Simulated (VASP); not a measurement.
Write the native input for VASP 6.6.1 that does the following.

* Task: single point
* Functional: PBE
* Potentials or basis: VASP PAW PBE potentials, release 64 (Zn, F)
* Cutoff: 520 eV
* k mesh: 6 × 6 × 8
* Occupations: fermi-dirac, width 0.1 eV
* Spin: no spin polarisation
* Dipole correction: no
* k mesh for the DOS: 9 × 9 × 12
* Occupations for the DOS: tetrahedron
* Further INCAR settings: ALGO = Normal; EDIFF = 1e-06

ZnF2:

```xyz
6
Lattice="4.7001 0.0000 0.0000 0.0000 4.7001 0.0000 0.0000 0.0000 3.1311" Properties=species:S:1:pos:R:3 pbc="T T T"
Zn    0.0000    0.0000    0.0000
Zn    2.3500    2.3500    1.5656
F     1.4265    1.4265    0.0000
F     0.9236    3.7765    1.5656
F     3.2736    3.2736    0.0000
F     3.7765    0.9236    1.5656
```

These files were run (other wordings do the same):

POSCAR

```
ZnF2
1.0
    4.7000680000      0.0000000000      0.0000000000
    0.0000000000      4.7000680000      0.0000000000
    0.0000000000      0.0000000000      3.1311140000
Zn F
2 4
Direct
    0.0000000000      0.0000000000      0.0000000000
    0.5000000000      0.5000000000      0.5000000000
    0.3035000000      0.3035000000      0.0000000000
    0.1965000000      0.8035000000      0.5000000000
    0.6965000000      0.6965000000      0.0000000000
    0.8035000000      0.1965000000      0.5000000000
```

INCAR.step1

```
PREC = Accurate
ENCUT = 520
EDIFF = 1E-6
ISMEAR = -1
SIGMA = 0.1
LREAL = False
LASPH = True
NELM = 120
ALGO = Normal
ISIF = 2
LWAVE = False
LCHARG = True
GGA = PE
NBANDS = 35
GGA_COMPAT = False
NEDOS = 2001
LORBIT = 11
```

KPOINTS.step1

```
regular mesh
0
Gamma
  6 6 8
```

INCAR.step2

```
PREC = Accurate
ENCUT = 520
EDIFF = 1E-6
ISMEAR = -5
SIGMA = 0.1
LREAL = False
LASPH = True
NELM = 120
ALGO = Normal
ISIF = 2
LWAVE = False
LCHARG = False
GGA = PE
LORBIT = 11
NEDOS = 2001
ICHARG = 11
GGA_COMPAT = False
```

KPOINTS.step2

```
regular mesh
0
Gamma
  9 9 12
```

Potentials or basis: VASP PAW PBE potentials, release 64 (Zn, F).

Run with:

```sh
$ cat potpaw_PBE.64/Zn/POTCAR potpaw_PBE.64/F/POTCAR > POTCAR
$ cp INCAR.step1 INCAR
$ cp KPOINTS.step1 KPOINTS
$ mpirun -np 1 vasp_std > vasp.out
$ cp INCAR.step2 INCAR
$ cp KPOINTS.step2 KPOINTS
$ mpirun -np 1 vasp_std > vasp.out
```

It gave:

The valence electrons inside the program's atomic spheres are Zn 10.64; F 6.10.

It took 3.5 min on 1 thread of Intel Xeon 8259CL (shared host), peak memory 0.29 GiB.
